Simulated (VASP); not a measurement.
Input of a VASP 6.6.1 run:

INCAR

```
PREC = Accurate
ENCUT = 600
EDIFF = 1E-7
ISMEAR = 0
SIGMA = 0.1
LREAL = F
LASPH = T
NELM = 80
ALGO = Normal
ISIF = 3
LWAVE = F
LCHARG = F
GGA = PS
IBRION = 2
NSW = 70
EDIFFG = -0.0015
```

The input KPOINTS:

```
regular mesh
0
Gamma
  6 6 6
```

POSCAR

```
SnPb3Se4
1.0
    6.0675063065      0.0000000000      0.0000000000
    0.0000000000     -6.0675063065      0.0000000000
    0.0000000000      0.0000000000     -6.0675063065
Sn Pb Se
1 3 4
Direct
    0.0000000000      0.5000000000      0.5000000000
    0.5000000000      0.0000000000      0.5000000000
    0.5000000000      0.5000000000      0.0000000000
    0.0000000000      0.0000000000      0.0000000000
    0.5000000000      0.0000000000      0.0000000000
    0.0000000000      0.5000000000      0.0000000000
    0.0000000000      0.0000000000      0.5000000000
    0.5000000000      0.5000000000      0.5000000000
```

Potentials or basis: VASP PAW PBE potentials, release 64 (Sn_d, Pb_d, Se).

Launch:

```console
$ cat potpaw_PBE.64/Sn_d/POTCAR potpaw_PBE.64/Pb_d/POTCAR potpaw_PBE.64/Se/POTCAR > POTCAR
$ mpirun -np 1 vasp_std > vasp.out
```

Problem. What does it give for the relaxed cell?

Solution. a = 6.068 Å, b = 6.068 Å, c = 6.068 Å, α = 90.00°, β = 90.00°, γ = 90.00°.

Problem. Estimate the space group after relaxing (to 0.1 Å).

Solution. Pm-3m (No. 221).

Final structure:
```yaml
crystal:
  lattice:
    - [6.06850, 0.00000, 0.00000]
    - [0.00000, -6.06850, 0.00000]
    - [0.00000, 0.00000, -6.06850]
  atoms:
    - { symbol: Sn, position: [0.00000, 0.50000, 0.50000] }
    - { symbol: Pb, position: [0.50000, 0.00000, 0.50000] }
    - { symbol: Pb, position: [0.50000, 0.50000, 0.00000] }
    - { symbol: Pb, position: [0.00000, 0.00000, 0.00000] }
    - { symbol: Se, position: [0.50000, 0.00000, 0.00000] }
    - { symbol: Se, position: [0.00000, 0.50000, 0.00000] }
    - { symbol: Se, position: [0.00000, 0.00000, 0.50000] }
    - { symbol: Se, position: [0.50000, 0.50000, 0.50000] }
```
